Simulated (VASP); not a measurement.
Here is a VASP 6.6.1 calculation.

Contents of INCAR:

```
SYSTEM = GaP
  ALGO = Normal
  EDIFF = 1E-7
  ENCUT = 520
  GGA = PE
  ISIF = 2
  ISMEAR = 0
  LASPH = .True.
  LCHARG = .True.
  LELF = .True.
  LREAL = .False.
  LVHAR = .True.
  LWAVE = .False.
  NBANDS = 16
  NELM = 100
  PREC = Accurate
  SIGMA = 0.05
```

KPOINTS

```
k-points
0
Gamma
  10 10 10
  0 0 0
```

POSCAR

```
GaP
1.0
    0.0000000000      2.8776437426      2.6558779350
    2.6558779350      0.0000000000      2.6558779350
    2.6558779350      2.8776437426      0.0000000000
Ga P
1 1
Direct
    0.0000000000      0.0000000000      0.0000000000
    0.7500000000      0.7500000000      0.7500000000
```

Potentials or basis: VASP PAW PBE potentials, release 64 (Ga_d, P).

Launch:

```console
$ cat potpaw_PBE.64/Ga_d/POTCAR potpaw_PBE.64/P/POTCAR > POTCAR
$ mpirun -np 1 vasp_std > vasp.out
```

(1) What does it give for the band gap on the k mesh?

(2) What does it give for the pressure?

Answers

(1) 1.22 eV, indirect (least direct gap 1.57 eV).

(2) 2.1 GPa.
